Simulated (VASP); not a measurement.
# Pb (Im-3m) in VASP: further runs

Runs on Pb. Level: PBE+D3(BJ). Tasks: single point.

Everything below comes from runs of VASP 6.6.1. Logs are shortened: lines on timing, memory, paths and dates and some standing lists are left out, and cuts for length are marked.

## (1) The cell of the first run

The structure is cubic, space group Im-3m (No. 229). Conventional cell: a = 3.850 Å, b = 3.850 Å, c = 3.850 Å, α = 90.00°, β = 90.00°, γ = 90.00°. Pb (site symmetry m-3m) has 14 Pb at 3.33 to 3.85 Å within 4.4 Å.

## (2) Single point, PBE+D3(BJ) (volume scaled by 0.94)

Contents of INCAR:

```
  PREC = Accurate
  ENCUT = 520
  EDIFF = 1E-6
  ISMEAR = 0
  SIGMA = 0.1
  LREAL = F
  LASPH = T
  NELM = 60
  ALGO = Normal
  ISIF = 2
  LWAVE = F
  LCHARG = F
  GGA = PE
  IVDW = 12
  NBANDS = 13
```

Contents of KPOINTS:

```
Automatic mesh
0
Gamma
  16 16 16
```

Contents of POSCAR:

```
Pb
1.0
   -1.9248672034      1.9248672034      1.9248672034
    1.9248672034     -1.9248672034      1.9248672034
    1.9248672034      1.9248672034     -1.9248672034
Pb
1
Direct
    0.0000000000      0.0000000000      0.0000000000
```

Potentials or basis: VASP PAW PBE potentials, release 64 (Pb_d).

Command:

```
> cat potpaw_PBE.64/Pb_d/POTCAR > POTCAR
> mpirun -np 1 vasp_std > vasp.out
```

OUTCAR:

```text
PREC = Accurate
   ENCUT = 520
   EDIFF = 1E-6
   ISMEAR = 0
   LREAL = F
   LASPH = T
   NELM = 60
   ISIF = 2
   GGA = PE
   IVDW = 12
 IVDW          = 12

 ion  position               nearest neighbor table
   1  0.000  0.000  0.000-

  LATTYP: Found a body centered cubic cell.
 ALAT       =     3.8497344068

  Lattice vectors:

 A1 = (  -1.9248672034,   1.9248672034,   1.9248672034)
 A2 = (   1.9248672034,  -1.9248672034,   1.9248672034)
 A3 = (   1.9248672034,   1.9248672034,  -1.9248672034)

Analysis of symmetry for initial positions (statically):
=====================================================================
 Subroutine PRICEL returns:
 Original cell was already a primitive cell.

 Routine SETGRP: Setting up the symmetry group for a
 body centered cubic supercell.

 Subroutine GETGRP returns: Found 48 space group operations
 (whereof 48 operations were pure point group operations)
 out of a pool of 48 trial point group operations.

The static configuration has the point symmetry O_h .

Analysis of symmetry for dynamics (positions and initial velocities):
=====================================================================
 Subroutine PRICEL returns:
 Original cell was already a primitive cell.

 Routine SETGRP: Setting up the symmetry group for a
 body centered cubic supercell.

 Subroutine GETGRP returns: Found 48 space group operations
 (whereof 48 operations were pure point group operations)
 out of a pool of 48 trial point group operations.

The dynamic configuration has the point symmetry O_h .

 Subroutine INISYM returns: Found 48 space group operations
 (whereof 48 operations are pure point group operations),
 and found     1 'primitive' translations

----------------------------------------------------------------------------------------

                                     Primitive cell

  volume of cell :      28.5274

  direct lattice vectors                    reciprocal lattice vectors
    -1.924867203  1.924867203  1.924867203     0.000000000  0.259758179  0.259758179
     1.924867203 -1.924867203  1.924867203     0.259758179  0.000000000  0.259758179
     1.924867203  1.924867203 -1.924867203     0.259758179  0.259758179  0.000000000

  length of vectors
     3.333967794  3.333967794  3.333967794     0.367353540  0.367353540  0.367353540

  position of ions in fractional coordinates (direct lattice)
     0.000000000  0.000000000  0.000000000

  ion indices of the primitive-cell ions
   primitive index   ion index
                 1           1

----------------------------------------------------------------------------------------

 KPOINTS: Automatic mesh

Automatic generation of k-mesh.
 Grid dimensions read from file:
 generate k-points for:   16   16   16

 Generating k-lattice:

  Cartesian coordinates                     Fractional coordinates (reciprocal lattice)
     0.000000000  0.016234886  0.016234886     0.062500000  0.000000000  0.000000000
     0.016234886  0.000000000  0.016234886     0.000000000  0.062500000  0.000000000
     0.016234886  0.016234886  0.000000000     0.000000000  0.000000000  0.062500000

  Length of vectors
     0.022959596  0.022959596  0.022959596

  Shift w.r.t. Gamma in fractional coordinates (k-lattice)
     0.000000000  0.000000000  0.000000000

 Subroutine IBZKPT returns following result:
 ===========================================

 Found    145 irreducible k-points:

 Following reciprocal coordinates:
            Coordinates               Weight
  0.000000  0.000000  0.000000      1.000000
  0.062500  0.000000  0.000000     12.000000
  0.125000  0.000000  0.000000     12.000000
  0.187500  0.000000  0.000000     12.000000
  0.250000  0.000000  0.000000     12.000000
  0.312500  0.000000  0.000000     12.000000
[... 16 lines left out ...]
  0.187500  0.187500  0.000000     24.000000
  0.250000  0.187500  0.000000     48.000000
 [... further k-points ...]
   k-points           NKPTS =    145   k-points in BZ     NKDIM =    145   number of bands    NBANDS=     13
   number of dos      NEDOS =    301   number of ions     NIONS =      1
   total plane-waves  NPLWV =  21952
   dimension x,y,z NGX =    28 NGY =   28 NGZ =   28
   dimension x,y,z NGXF=    56 NGYF=   56 NGZF=   56
   ions per type =               1
   NGX,Y,Z   is equivalent  to a cutoff of  13.96, 13.96, 13.96 a.u.
   NGXF,Y,Z  is equivalent  to a cutoff of  27.92, 27.92, 27.92 a.u.
 SYSTEM =  unknown system
   PREC   = accura    normal or accurate (medium, high low for compatibility)
   ISTART =      0    job   : 0-new  1-cont  2-samecut
   ICHARG =      2    charge: 1-file 2-atom 10-const
   ISPIN  =      1    spin polarized calculation?
   LNONCOLLINEAR =      F non collinear calculations
   LSORBIT =      F    spin-orbit coupling
   LASPH  =      T    aspherical Exc in radial PAW
   ENCUT  =  520.0 eV  38.22 Ry    6.18 a.u.   6.20  6.20  6.20*2*pi/ulx,y,z
   NELM   =     60;   NELMIN=  2; NELMDL= -5     # of ELM steps
   EDIFF  = 0.1E-05   stopping-criterion for ELM
   LREAL  =      F    real-space projection
   EDIFFG = 0.1E-04   stopping-criterion for IOM
   NSW    =      0    number of steps for IOM
   IBRION =     -1    ionic relax: 0-MD 1-quasi-New 2-CG
   NFREE  =      0    steps in history (QN), initial steepest desc. (CG)
   ISIF   =      2    stress and relaxation
   ISYM   =      2    0-nonsym 1-usesym 2-fastsym
   POTIM  = 0.5000    time-step for ionic-motion
   TEBEG  =    0.0;   TEEND  =   0.0 temperature during run
   PSTRESS=    0.0 pullay stress
   NELECT =      14.0000    total number of electrons
   NUPDOWN=      -1.0000    fix difference up-down
   EMIN   =  10.00;   EMAX   =-10.00  energy-range for DOS
   EFERMI =   0.00;   METHOD = LEGACY
   ISMEAR =     0;   SIGMA  =   0.10  broadening in eV -4-tet -1-fermi 0-gaus
   EFERMI_NEDOS =   21; number of points for ismear=-14 and -15
   IALGO  =     38    algorithm
   IMIX   =      4    mixing-type and parameters
     AMIX     =   0.40;   BMIX     =  1.00
     AMIX_MAG =   1.60;   BMIX_MAG =  1.00
  volume/ion in A,a.u.               =      28.53       192.51
  Fermi-wavevector in a.u.,A,eV,Ry     =   1.291309  2.440220 22.687417  1.667478
  Thomas-Fermi vector in A             =   2.423087
   LORBIT       =      0    0 simple, 1 ext, 2 COOP (PROOUT), +10 PAW based schemes
   GGA     = PE    functional components
   LHFCALC =     F    Hartree Fock is set to
   AEXX    =    0.0000 exact exchange contribution
   IVDW    =    12    specifies the selected vdW correction
   LEPSILON=     F    determine dielectric tensor
   LRPA    =     F    only Hartree local field effects (RPA)
 non-spin polarized calculation
 Gauss-broadening in eV      SIGMA  =   0.10
  energy-cutoff  :      520.00
  volume of cell :       28.53
 maximum number of plane-waves:       784
 NGX is ok and might be reduce to    28
   NGX = 13   NGY = 13   NGZ = 13

 number of electron      13.9999997 magnetization

 Free energy of the ion-electron system (eV)
  ---------------------------------------------------
  ext. energy  EPLUGINS =         0.00000000
  ---------------------------------------------------
  free energy    TOTEN  =        -3.46914978 eV

  energy without entropy =       -3.46626699  energy(sigma->0) =       -3.46770838

 E-fermi :   8.0419     XC(G=0): -10.4851

 val. band max:        8.0417125839   @ k =  -0.3125   0.5000   0.0625
 cond. band min:       8.0628902352   @ k =   0.1875   0.1250   0.0625
 fundamental gap:      0.0211776513
 Fermi energy:         8.0418858887

 k-point     1 :       0.0000    0.0000    0.0000
  band No.  band energies     occupation
      1      -9.2036      2.00000
      2      -9.2036      2.00000
      3      -9.2036      2.00000
      4      -8.9193      2.00000
      5      -8.9193      2.00000
      6      -4.1999      2.00000
      7      16.1991      0.00000
      8      16.1991      0.00000
      9      16.1991      0.00000
     10      19.1869      0.00000
     11      19.1869      0.00000
     12      19.1869      0.00000
     13      20.8455      0.00000

 k-point     2 :       0.0625    0.0000    0.0000
  band No.  band energies     occupation
      1      -9.2076      2.00000
      2      -9.1990      2.00000
      3      -9.1869      2.00000
      4      -8.9238      2.00000
      5      -8.9196      2.00000
      6      -4.1152      2.00000
      7      15.2674      0.00000
      8      15.8883      0.00000
      9      16.0669      0.00000
     10      18.6725      0.00000
     11      19.0134      0.00000
     12      19.1104      0.00000
     13      21.3576      0.00000

 k-point     3 :       0.1250    0.0000    0.0000
  band No.  band energies     occupation
      1      -9.2189      2.00000
      2      -9.1874      2.00000
      3      -9.1390      2.00000
      4      -8.9355      2.00000
      5      -8.9205      2.00000
      6      -3.8603      2.00000
      7      13.3672      0.00000
      8      15.1472      0.00000
      9      15.6820      0.00000
     10      17.9237      0.00000
     11      18.6380      0.00000
     12      19.1103      0.00000
     13      21.8278      0.00000
[... 305 lines left out ...]
 k-point    23 :       0.1875    0.1875    0.0000
  band No.  band energies     occupation
      1      -9.2446      2.00000
      2      -9.1595      2.00000
      3      -8.9701      2.00000
      4      -8.9448      2.00000
      5      -8.8970      2.00000
      6      -1.9315      2.00000
      7       7.8869      1.97156
      8      10.4272      0.00000
      9      13.3599      0.00000
     10      18.1880      0.00000
     11      18.5362      0.00000
     12      21.2258      0.00000
     13      22.8808      0.00000

 k-point    24 :       0.2500    0.1875    0.0000
  band No.  band energies     occupation
      1      -9.2533      2.00000
      2      -9.1471      2.00000
      3      -8.9644      2.00000
      4      -8.9483      2.00000
      5      -8.8567      2.00000
      6      -1.1515      2.00000
      7       6.5857      2.00000
      8       9.4356      0.00000
      9      12.9328      0.00000
     10      18.0012      0.00000
     11      19.0851      0.00000
     12      21.5131      0.00000
     13      23.7841      0.00000

 [... further k-points ...]

------------------------ aborting loop because EDIFF is reached ----------------------------------------

 Edisp (eV)   -0.43546

 E8    (eV) :    -0.2205

  FORCE on cell =-STRESS in cart. coord.  units (eV):
  Direction    XX          YY          ZZ          XY          YZ          ZX
  --------------------------------------------------------------------------------------
  -------------------------------------------------------------------------------------
  Total       0.55365     0.55365     0.55365    -0.00000    -0.00000    -0.00000
  in kB      31.09450    31.09450    31.09450    -0.00000    -0.00000    -0.00000
  external pressure =       31.09 kB  Pullay stress =        0.00 kB

 VOLUME and BASIS-vectors are now :
 -----------------------------------------------------------------------------
  energy-cutoff  :      520.00
  volume of cell :       28.53
      direct lattice vectors                 reciprocal lattice vectors
    -1.924867203  1.924867203  1.924867203     0.000000000  0.259758179  0.259758179
     1.924867203 -1.924867203  1.924867203     0.259758179  0.000000000  0.259758179
     1.924867203  1.924867203 -1.924867203     0.259758179  0.259758179  0.000000000

 POSITION                                       TOTAL-FORCE (eV/Angst)
 -----------------------------------------------------------------------------------
      0.00000      0.00000      0.00000         0.000000      0.000000      0.000000
 -----------------------------------------------------------------------------------
    total drift:                               -0.000000     -0.000000     -0.000000

  FREE ENERGIE OF THE ION-ELECTRON SYSTEM (eV)
  ---------------------------------------------------
  free  energy   TOTEN  =        -3.9046118440 eV

  energy  without entropy=       -3.9017290618  energy(sigma->0) =       -3.90317045
```

It took 76 s on 1 thread of Intel Xeon 8259CL, shared host; peak memory 0.2 GiB.

Results:

* Free energy: -3.9046 eV
* Pressure: 3.1 GPa
* Band gap on the k mesh: zero (band 7 reaches 16.20 eV, above the bottom of band 8 at 5.85 eV)
* Dispersion energy per atom: -0.435 eV

Caveat: spin-orbit coupling is left out, which moves the levels of the heavy elements; pairwise dispersion overbinds metals, which lowers pressure and volume.

## (3) Single point, PBE+D3(BJ) (volume scaled by 0.97)

Contents of INCAR:

```
SYSTEM = Pb
PREC = Accurate
ENCUT = 520
EDIFF = 1E-6
ISMEAR = 0
SIGMA = 0.1
LREAL = .FALSE.
LASPH = .TRUE.
NELM = 60
ALGO = Fast
ISIF = 2
LWAVE = .FALSE.
LCHARG = .FALSE.
GGA = PE
IVDW = 12
NBANDS = 13
```

Contents of KPOINTS:

```
Automatic mesh
0
G
  16 16 16
  0 0 0
```

Contents of POSCAR:

```
Pb
1.0
   -1.9451304525      1.9451304525      1.9451304525
    1.9451304525     -1.9451304525      1.9451304525
    1.9451304525      1.9451304525     -1.9451304525
Pb
1
Direct
    0.0000000000      0.0000000000      0.0000000000
```

Potentials or basis: VASP PAW PBE potentials, release 64 (Pb_d).

Command:

```
> cat potpaw_PBE.64/Pb_d/POTCAR > POTCAR
> mpirun -np 1 vasp_std > vasp.out
```

Run time: 1.7 min. Hardware: 1 thread of Intel Xeon 8259CL, shared host; peak memory 0.2 GiB.

The run converged. Its results:

```
Free energy                : -3.9178 eV
Pressure                   : 1.4 GPa
Band gap on the k mesh     : zero (band 7 reaches 15.53 eV, above the bottom of band 8 at 5.57 eV)
Dispersion energy per atom : -0.422 eV
```

Levels at points of the mesh, in eV from the Fermi level:
```tsv
k point	band 4	band 5	band 6	band 7	band 8	band 9	band 10	band 11
(0.00, 0.00, 0.00)	-16.95	-16.95	-12.01	7.86	7.86	7.86	11.11	11.11
(0.50, 0.00, 0.00)	-16.96	-16.79	-7.95	-4.25	3.51	5.20	7.70	9.05
(0.50, 0.50, 0.50)	-16.83	-16.83	-5.07	-0.46	-0.46	-0.46	4.57	4.57
```

Caveat: spin-orbit coupling is left out, which moves the levels of the heavy elements; pairwise dispersion overbinds metals, which lowers pressure and volume.
